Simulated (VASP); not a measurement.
# Be (Im-3m) in VASP: further runs, part 2 of 2

VASP 6.6.1. The steps go on from the part before.

### 4 Electric field gradients, PBE

This run uses another cell than the first one, of 7.87 Å³/atom, 1.063 times its volume.

File INCAR:

```
SYSTEM = Be
PREC     = Accurate       ! precision mode
ENCUT    = 520            ! plane-wave cutoff, eV
EDIFF    = 1E-8           ! SCF threshold, eV
ISMEAR   = -1             ! smearing method
SIGMA    = 0.03           ! smearing width, eV
LREAL    = .False.        ! projectors in reciprocal space
LASPH    = .True.         ! aspherical terms in the spheres
NELM     = 100            ! most SCF steps
ALGO     = Normal         ! electronic algorithm
ISIF     = 2              ! what is computed and relaxed
LWAVE    = .False.        ! write WAVECAR
LCHARG   = .False.        ! write CHGCAR
GGA      = PE             ! functional
LEFG     = .True.       
NBANDS   = 7              ! bands
```

File KPOINTS:

```
regular mesh
0
Gamma
  23 23 23
  0 0 0
```

File POSCAR:

```
Be
1.0
   -1.2531209513      1.2531209513      1.2531209513
    1.2531209513     -1.2531209513      1.2531209513
    1.2531209513      1.2531209513     -1.2531209513
Be
1
Direct
    0.0000000000      0.0000000000      0.0000000000
```

Potentials or basis: VASP PAW PBE potentials, release 64 (Be).

Started as:

```console
> cat potpaw_PBE.64/Be/POTCAR > POTCAR
> mpirun -np 1 vasp_std > vasp.out
```

OUTCAR:

```text
SYSTEM = Be
   PREC = Accurate
   ENCUT = 520
   EDIFF = 1E-8
   ISMEAR = -1
   LREAL = .False.
   LASPH = .True.
   NELM = 100
   ISIF = 2
   GGA = PE

 ion  position               nearest neighbor table
   1  0.000  0.000  0.000-

  LATTYP: Found a body centered cubic cell.
 ALAT       =     2.5062419026

  Lattice vectors:

 A1 = (  -1.2531209513,   1.2531209513,   1.2531209513)
 A2 = (   1.2531209513,  -1.2531209513,   1.2531209513)
 A3 = (   1.2531209513,   1.2531209513,  -1.2531209513)

Analysis of symmetry for initial positions (statically):
=====================================================================
 Subroutine PRICEL returns:
 Original cell was already a primitive cell.

 Routine SETGRP: Setting up the symmetry group for a
 body centered cubic supercell.

 Subroutine GETGRP returns: Found 48 space group operations
 (whereof 48 operations were pure point group operations)
[... 419 lines left out ...]

 VOLUME and BASIS-vectors are now :
 -----------------------------------------------------------------------------
  energy-cutoff  :      520.00
  volume of cell :        7.87
      direct lattice vectors                 reciprocal lattice vectors
    -1.253120951  1.253120951  1.253120951     0.000000000  0.399003783  0.399003783
     1.253120951 -1.253120951  1.253120951     0.399003783  0.000000000  0.399003783
     1.253120951  1.253120951 -1.253120951     0.399003783  0.399003783  0.000000000

 POSITION                                       TOTAL-FORCE (eV/Angst)
 -----------------------------------------------------------------------------------
      0.00000      0.00000      0.00000         0.000000      0.000000      0.000000
 -----------------------------------------------------------------------------------
    total drift:                               -0.000000     -0.000000     -0.000000

  FREE ENERGIE OF THE ION-ELECTRON SYSTEM (eV)
  ---------------------------------------------------
  free  energy   TOTEN  =        -3.6656012648 eV

  energy  without entropy=       -3.6650309033  energy(sigma->0) =       -3.66531608

 Electric field gradients (V/A^2)
---------------------------------------------------------------------
 ion       V_xx      V_yy      V_zz      V_xy      V_xz      V_yz
---------------------------------------------------------------------
   1       0.000     0.000     0.000    -0.000    -0.000    -0.000
---------------------------------------------------------------------

 Electric field gradients after diagonalization (V/A^2)
 (convention: |V_zz| > |V_xx| > |V_yy|)
----------------------------------------------------------------------
 ion       V_xx      V_yy      V_zz     asymmetry (V_yy - V_xx)/ V_zz
----------------------------------------------------------------------
   1       0.000     0.000    -0.000       0.000
----------------------------------------------------------------------

           NMR quadrupolar parameters

 Cq : quadrupolar parameter    Cq=e*Q*V_zz/h
 eta: asymmetry parameters     (V_yy - V_xx)/ V_zz
 Q  : nuclear electric quadrupole moment in mb (millibarn)
----------------------------------------------------------------------
 ion       Cq(MHz)       eta       Q (mb)
----------------------------------------------------------------------
   1      -0.000       0.000       1.000
----------------------------------------------------------------------
```

OSZICAR:

```text
N       E                     dE             d eps       ncg     rms          rms(c)
DAV:   1    -0.231005407799E+01   -0.23101E+01   -0.11154E+03  5516   0.233E+02
DAV:   2    -0.369332200328E+01   -0.13833E+01   -0.12789E+01  7133   0.260E+01
DAV:   3    -0.369541805225E+01   -0.20960E-02   -0.20959E-02  5796   0.921E-01
DAV:   4    -0.369541833848E+01   -0.28623E-06   -0.28579E-06  7630   0.114E-02
DAV:   5    -0.369541833780E+01    0.68657E-09   -0.28551E-10  5964   0.494E-05    0.782E-01
DAV:   6    -0.367404601115E+01    0.21372E-01   -0.23731E-03  5621   0.472E-01    0.481E-01
DAV:   7    -0.366562392198E+01    0.84221E-02   -0.23447E-03  5446   0.493E-01    0.181E-02
DAV:   8    -0.366560113963E+01    0.22782E-04   -0.81723E-06  5782   0.247E-02    0.666E-03
DAV:   9    -0.366560137506E+01   -0.23543E-06   -0.96622E-07  6097   0.696E-03    0.296E-04
DAV:  10    -0.366560135336E+01    0.21696E-07   -0.10613E-09  5621   0.350E-04    0.161E-04
DAV:  11    -0.366560126622E+01    0.87146E-07   -0.23884E-09  4459   0.456E-04    0.402E-06
DAV:  12    -0.366560126480E+01    0.14206E-08   -0.30450E-11  2716   0.330E-05
   1 F= -.36656013E+01 E0= -.36653161E+01  d E =-.570361E-03
```

Run time: 26 s. Hardware: 1 thread of AMD EPYC 7R13, shared host; peak memory 0.09 GiB.

What came out:

```yaml
Free_energy: -3.6656 eV
Pressure: -0.7 GPa
Band_gap_on_the_k_mesh: zero (band 1 reaches 11.46 eV, above the bottom of band 2 at 6.61 eV)
```

Levels at points of the mesh, in eV from the Fermi level:
```tsv
k point	band 1	band 2	band 3	band 4	band 5	band 6
(0.00, 0.00, 0.00)	-12.28	19.30	19.30	19.30	30.65	30.65
```

Caveat: without QUAD_EFG the Cq values of the log hold for a quadrupole moment of 1 mb, not for the nuclei.

### 5 Electric field gradients, PBE (volume scaled by 1.03)

File INCAR:

```
SYSTEM = Be
PREC = Accurate ; ENCUT = 520
EDIFF = 1E-8 ; ISMEAR = -1
SIGMA = 0.03 ; LREAL = .False.
LASPH = .True. ; NELM = 100
ALGO = Normal ; ISIF = 2
LWAVE = .False. ; LCHARG = .False.
GGA = PE ; LEFG = .True.
NBANDS = 7
```

File KPOINTS:

```
Automatic mesh
0
Gamma
  23 23 23
  0 0 0
```

File POSCAR:

```
Be
1.0
   -1.2655288964      1.2655288964      1.2655288964
    1.2655288964     -1.2655288964      1.2655288964
    1.2655288964      1.2655288964     -1.2655288964
Be
1
Direct
    0.0000000000      0.0000000000      0.0000000000
```

Potentials or basis: VASP PAW PBE potentials, release 64 (Be).

Started as:

```console
> cat potpaw_PBE.64/Be/POTCAR > POTCAR
> mpirun -np 1 vasp_std > vasp.out
```

OUTCAR:

```text
SYSTEM = Be
   PREC = Accurate
   ENCUT = 520
   EDIFF = 1E-8
   ISMEAR = -1
   LREAL = .False.
   LASPH = .True.
   NELM = 100
   ISIF = 2
   GGA = PE

 ion  position               nearest neighbor table
   1  0.000  0.000  0.000-

  LATTYP: Found a body centered cubic cell.
 ALAT       =     2.5310577928

  Lattice vectors:

 A1 = (  -1.2655288964,   1.2655288964,   1.2655288964)
 A2 = (   1.2655288964,  -1.2655288964,   1.2655288964)
 A3 = (   1.2655288964,   1.2655288964,  -1.2655288964)

Analysis of symmetry for initial positions (statically):
=====================================================================
 Subroutine PRICEL returns:
 Original cell was already a primitive cell.

 Routine SETGRP: Setting up the symmetry group for a
 body centered cubic supercell.

 Subroutine GETGRP returns: Found 48 space group operations
 (whereof 48 operations were pure point group operations)
 out of a pool of 48 trial point group operations.

The static configuration has the point symmetry O_h .

Analysis of symmetry for dynamics (positions and initial velocities):
=====================================================================
 Subroutine PRICEL returns:
 Original cell was already a primitive cell.

 Routine SETGRP: Setting up the symmetry group for a
 body centered cubic supercell.

 Subroutine GETGRP returns: Found 48 space group operations
 (whereof 48 operations were pure point group operations)
 out of a pool of 48 trial point group operations.

The dynamic configuration has the point symmetry O_h .

 Subroutine INISYM returns: Found 48 space group operations
 (whereof 48 operations are pure point group operations),
 and found     1 'primitive' translations

----------------------------------------------------------------------------------------

                                     Primitive cell

  volume of cell :       8.1073

  direct lattice vectors                    reciprocal lattice vectors
    -1.265528896  1.265528896  1.265528896     0.000000000  0.395091729  0.395091729
     1.265528896 -1.265528896  1.265528896     0.395091729  0.000000000  0.395091729
     1.265528896  1.265528896 -1.265528896     0.395091729  0.395091729  0.000000000

  length of vectors
     2.191960347  2.191960347  2.191960347     0.558744082  0.558744082  0.558744082

  position of ions in fractional coordinates (direct lattice)
     0.000000000  0.000000000  0.000000000

  ion indices of the primitive-cell ions
   primitive index   ion index
                 1           1

----------------------------------------------------------------------------------------

 KPOINTS: Automatic mesh

Automatic generation of k-mesh.
 Grid dimensions read from file:
 generate k-points for:   23   23   23

 Generating k-lattice:

  Cartesian coordinates                     Fractional coordinates (reciprocal lattice)
     0.000000000  0.017177901  0.017177901     0.043478261  0.000000000  0.000000000
     0.017177901  0.000000000  0.017177901     0.000000000  0.043478261  0.000000000
[... 61 lines left out ...]
   NSW    =      0    number of steps for IOM
   IBRION =     -1    ionic relax: 0-MD 1-quasi-New 2-CG
   NFREE  =      0    steps in history (QN), initial steepest desc. (CG)
   ISIF   =      2    stress and relaxation
   ISYM   =      2    0-nonsym 1-usesym 2-fastsym
   POTIM  = 0.5000    time-step for ionic-motion
   TEBEG  =    0.0;   TEEND  =   0.0 temperature during run
   PSTRESS=    0.0 pullay stress
   NELECT =       2.0000    total number of electrons
   NUPDOWN=      -1.0000    fix difference up-down
   EMIN   =  10.00;   EMAX   =-10.00  energy-range for DOS
   EFERMI =   0.00;   METHOD = LEGACY
   ISMEAR =    -1;   SIGMA  =   0.03  broadening in eV -4-tet -1-fermi 0-gaus
   EFERMI_NEDOS =   21; number of points for ismear=-14 and -15
   IALGO  =     38    algorithm
   IMIX   =      4    mixing-type and parameters
     AMIX     =   0.40;   BMIX     =  1.00
     AMIX_MAG =   1.60;   BMIX_MAG =  1.00
  volume/ion in A,a.u.               =       8.11        54.71
  Fermi-wavevector in a.u.,A,eV,Ry     =   1.026738  1.940253 14.343125  1.054190
  Thomas-Fermi vector in A             =   2.160646
   LORBIT       =      0    0 simple, 1 ext, 2 COOP (PROOUT), +10 PAW based schemes
   GGA     = PE    functional components
   LHFCALC =     F    Hartree Fock is set to
   AEXX    =    0.0000 exact exchange contribution
   IVDW    =     0    specifies the selected vdW correction
   LEPSILON=     F    determine dielectric tensor
   LRPA    =     F    only Hartree local field effects (RPA)
 non-spin polarized calculation
  energy-cutoff  :      520.00
  volume of cell :        8.11
 maximum number of plane-waves:       236
   NGX =  9   NGY =  9   NGZ =  9

 number of electron       2.0000000 magnetization

 Free energy of the ion-electron system (eV)
  ---------------------------------------------------
  ext. energy  EPLUGINS =         0.00000000
  ---------------------------------------------------
  free energy    TOTEN  =        -3.66196464 eV

  energy without entropy =       -3.66135223  energy(sigma->0) =       -3.66165843

 E-fermi :   7.7141     XC(G=0): -10.5301

 val. band max:        7.6748184188   @ k =   0.3043   0.2609   0.0870
 cond. band min:       7.7463705672   @ k =  -0.4348   0.4348   0.3913
 fundamental gap:      0.0715521483
 Fermi energy:         7.7141440029

 k-point     1 :       0.0000    0.0000    0.0000
  band No.  band energies     occupation
      1      -4.3928      2.00000
      2      26.5419      0.00000
      3      26.5419      0.00000
      4      26.5419      0.00000
      5      37.7890      0.00000
      6      37.7890      0.00000
      7      37.7890      0.00000
[... 221 lines left out ...]
 k-point    24 :       0.0870    0.0870    0.0000
  band No.  band energies     occupation
      1      -3.6045      2.00000
      2      23.4417      0.00000
      3      23.6496      0.00000
      4      25.2702      0.00000
      5      33.2872      0.00000
      6      33.8346      0.00000
      7      37.9621      0.00000

 [... further k-points ...]
[... 5 lines left out ...]
  --------------------------------------------------------------------------------------
  -------------------------------------------------------------------------------------
  Total       -0.2097414     -0.2097414     -0.2097414      0.0000000      0.0000000     -0.0000000
  in kB      -41.4494231    -41.4494231    -41.4494231      0.0000000      0.0000000     -0.0000000
  external PRESSURE =     -41.4494231 kB  Pullay stress =       0.0000000 kB

 VOLUME and BASIS-vectors are now :
 -----------------------------------------------------------------------------
  energy-cutoff  :      520.00
  volume of cell :        8.11
      direct lattice vectors                 reciprocal lattice vectors
    -1.265528896  1.265528896  1.265528896     0.000000000  0.395091729  0.395091729
     1.265528896 -1.265528896  1.265528896     0.395091729  0.000000000  0.395091729
     1.265528896  1.265528896 -1.265528896     0.395091729  0.395091729  0.000000000

 POSITION                                       TOTAL-FORCE (eV/Angst)
 -----------------------------------------------------------------------------------
      0.00000      0.00000      0.00000         0.000000      0.000000     -0.000000
 -----------------------------------------------------------------------------------
    total drift:                               -0.000000     -0.000000     -0.000000

  FREE ENERGIE OF THE ION-ELECTRON SYSTEM (eV)
  ---------------------------------------------------
  free  energy   TOTEN  =        -3.6619646421 eV

  energy  without entropy=       -3.6613522252  energy(sigma->0) =       -3.66165843

 Electric field gradients (V/A^2)
---------------------------------------------------------------------
 ion       V_xx      V_yy      V_zz      V_xy      V_xz      V_yz
---------------------------------------------------------------------
   1      -0.000    -0.000    -0.000     0.000     0.000     0.000
---------------------------------------------------------------------

 Electric field gradients after diagonalization (V/A^2)
 (convention: |V_zz| > |V_xx| > |V_yy|)
----------------------------------------------------------------------
 ion       V_xx      V_yy      V_zz     asymmetry (V_yy - V_xx)/ V_zz
----------------------------------------------------------------------
   1      -0.000    -0.000     0.000       0.000
----------------------------------------------------------------------

           NMR quadrupolar parameters

 Cq : quadrupolar parameter    Cq=e*Q*V_zz/h
 eta: asymmetry parameters     (V_yy - V_xx)/ V_zz
 Q  : nuclear electric quadrupole moment in mb (millibarn)
----------------------------------------------------------------------
 ion       Cq(MHz)       eta       Q (mb)
----------------------------------------------------------------------
   1       0.000       0.000       1.000
----------------------------------------------------------------------
```

stdout:

```text
POSCAR found type information on POSCAR Be
 POSCAR found :  1 types and       1 ions
 scaLAPACK will be used
 LDA part: xc-table for (Slater+PW92), standard interpolation
 POSCAR, INCAR and KPOINTS ok, starting setup
 FFT: planning ... GRIDC
 FFT: planning ... GRID_SOFT
 FFT: planning ... GRID
 WAVECAR not read
 entering main loop
ion   1
```

Wall time 25 s (1 thread of AMD EPYC 7R13, shared host); peak memory 0.09 GiB.

What came out:

```
Free energy            : -3.6620 eV
Pressure               : -4.1 GPa
Band gap on the k mesh : zero (band 1 reaches 11.13 eV, above the bottom of band 2 at 6.40 eV)
```

Caveat: the cell differs from its parent crystal (volume scaled by 1.03); without QUAD_EFG the Cq values of the log hold for a quadrupole moment of 1 mb, not for the nuclei.

### 6 Overview

| cell | gap on the mesh (eV) | pressure (GPa) |
| --- | --- | --- |
| a = 2.127 Å, angles 109.5°, 1 atom | none | 7.6 |
| a = 2.149 Å, angles 109.5°, 1 atom | none | 3.2 |
| a = 2.170 Å, angles 109.5°, 1 atom | none | -0.7 |
| a = 2.192 Å, angles 109.5°, 1 atom | none | -4.1 |

Alike in all rows: task electric field gradients; level PBE; potentials or basis VASP PAW PBE potentials, release 64 (Be); no spin polarisation; k mesh 23 × 23 × 23; cutoff (eV) 520; smearing fermi-dirac 0.03 eV.

Total energies depend on the potentials used, so only differences within one code and one set of settings carry meaning.
